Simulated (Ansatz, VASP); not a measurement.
## BeTe: VASP beside Ansatz

Contents of INCAR:

```
PREC = Accurate ; ENCUT = 600
EDIFF = 1E-6 ; ISMEAR = 0
SIGMA = 0.01 ; LREAL = F
LASPH = T ; NELM = 120
ALGO = Normal ; ISIF = 2
LWAVE = F ; LCHARG = F
GGA = PS ; NBANDS = 11
GGA_COMPAT = F
```

The input KPOINTS:

```
regular mesh
0
Gamma
  8 8 8
```

Contents of POSCAR:

```
BeTe
1.0
    0.0000000000      2.7887720440      2.7887720440
    2.7887720440      0.0000000000      2.7887720440
    2.7887720440      2.7887720440      0.0000000000
Be Te
1 1
Direct
    0.0000000000      0.0000000000      0.0000000000
    0.7500000000      0.7500000000      0.7500000000
```

Input for Ansatz:

```yaml
crystal:
  lattice:
    - [0.0, 2.78877204396, 2.78877204396]
    - [2.78877204396, 0.0, 2.78877204396]
    - [2.78877204396, 2.78877204396, 0.0]
  atoms:
    - { symbol: Be, position: [0.0, 0.0, 0.0] }
    - { symbol: Te, position: [0.75, 0.75, 0.75] }
kpoints:
  mp_grid: { grid: [8, 8, 8] }
scf:
  occupations: { method: fixed }
  convergence: { dr2_threshold: 1.0e-10 }
hamiltonian:
  xc: pbesol
  pseudopotentials: { kind: paw }
output:
  forces: true
  stress: true
  eigenstates:
    kpoints:
      - [0.0, 0.0, 0.0]
      - [0.0, -0.5, -0.5]
      - [-0.5, 0.0, -0.5]
      - [-0.5, -0.5, 0.0]
      - [0.0, 0.5, 0.0]
      - [0.5, 0.0, 0.0]
      - [0.0, 0.0, 0.5]
      - [0.5, 0.5, 0.5]
  eigenvalues: true
```

Alike in both runs: task single point; functional PBEsol; k mesh 8 × 8 × 8; no spin polarisation.

```csv
,VASP,Ansatz
version,VASP 6.6.1,Ansatz 0.2.0
potentials or method,"VASP PAW PBE potentials, release 64 (Be, Te)","PAW with Ansatz's default frozen-core files, scalar-relativistic"
plane-wave cutoff (eV),600,420
occupations,"gaussian, width 0.01 eV",fixed
valence electrons in the cell,8,18
```

VASP gave:

| Property | Result |
| --- | --- |
| gap on the k mesh at the Fermi level (eV) | 1.78 |
| pressure (GPa) | 1.2 |

Q: Which values does Ansatz return?

A: gap on the k mesh at the Fermi level (eV): 1.80; pressure (GPa): 0.9.

VASP's potentials were made for PBE, not for PBEsol. VASP's potentials hold 8 valence electrons a cell and Ansatz's 18, so a difference there can come from the potentials and not from the codes.

Spin-orbit coupling is off throughout.
